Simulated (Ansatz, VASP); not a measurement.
# Sb in VASP and in Ansatz

```
CELL_PARAMETERS angstrom
0.00000 2.43807 2.24303
2.43807 0.00000 2.24303
2.43807 2.43807 0.00000
ATOMIC_POSITIONS crystal
Sb 0.00000 0.00000 0.00000
```

Alike in both runs: task single point; functional LDA; k mesh 20 × 20 × 20; occupations gaussian, width 0.15 eV; no spin polarisation.

|  | VASP | Ansatz |
| --- | --- | --- |
| version | VASP 6.6.1 | Ansatz 0.2.0 |
| potentials or method | VASP PAW LDA potentials, release 64 (Sb), cutoff 520 eV | scalar-relativistic, plane waves, PAW |
| valence electrons in the cell | 5 | 15 |

|  | VASP | Ansatz | Ansatz less VASP |
| --- | --- | --- | --- |
| gap on the k mesh at the Fermi level (eV) | none | none | - |
| pressure (GPa) | -2.3 | -2.4 | -0.07 |
| traceless stress, the component that is largest in VASP (GPa) | -1.53 | -1.52 | +0.013 |

LDA's correlation is that of Perdew and Zunger in VASP and of Perdew and Wang (1992) in Ansatz. A gap of «none» marks a metal or a gap that the smearing closes. VASP's potentials hold 5 valence electrons a cell and Ansatz's 15, so a difference there can come from the potentials and not from the codes.

Neither program's run includes spin-orbit coupling.
